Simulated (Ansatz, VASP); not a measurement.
Two plane-wave programs on AgBr

Contents of INCAR:

```
ALGO = Normal
EDIFF = 1E-6
ENCUT = 500
GGA = PE
GGA_COMPAT = F
ISIF = 2
ISMEAR = 0
LASPH = T
LCHARG = F
LREAL = F
LWAVE = F
NBANDS = 16
NELM = 120
PREC = Accurate
SIGMA = 0.01
```

KPOINTS

```
k-points
0
Gamma
  5 5 5
```

The input POSCAR:

```
AgBr
1.0
    4.0590050000      0.0000000000      0.0000000000
    2.0295025000      3.5152014441      0.0000000000
    2.0295025000      1.1717338147      3.3141637045
Ag Br
1 1
Direct
    0.0000000000      0.0000000000      0.0000000000
    0.5000000000      0.5000000000      0.5000000000
```

Input for Ansatz:

```yaml
crystal:
  lattice:
    a: 4.059005
    b: 4.059005
    c: 4.059005
    alpha: 60.0
    beta: 60.0
    gamma: 60.0
  atoms:
    - { symbol: Ag, position: [0.0, 0.0, 0.0] }
    - { symbol: Br, position: [0.5, 0.5, 0.5] }
kpoints:
  mp_grid:
    grid: [5, 5, 5]
hamiltonian:
  xc: pbe
  pseudopotentials:
    kind: paw
scf:
  occupations:
    method: fixed
output:
  forces: true
  stress: true
  eigenvalues: true
```

Alike in both runs: task single point; functional PBE; k mesh 5 × 5 × 5; no spin polarisation.

```csv
,VASP,Ansatz
version,VASP 6.6.1,Ansatz 0.2.0
potentials or method,"VASP PAW PBE potentials, release 64 (Ag, Br)","plane waves, PAW"
plane-wave cutoff (eV),500,420
occupations,"gaussian, width 0.01 eV",fixed
valence electrons in the cell,18,26
```

```csv
,VASP,Ansatz,Ansatz less VASP
gap on the k mesh at the Fermi level (eV),0.81,0.81,+0.001
pressure (GPa),2.3,2.4,+0.04
```

VASP's potentials hold 18 valence electrons a cell and Ansatz's 26, so a difference there can come from the potentials and not from the codes.
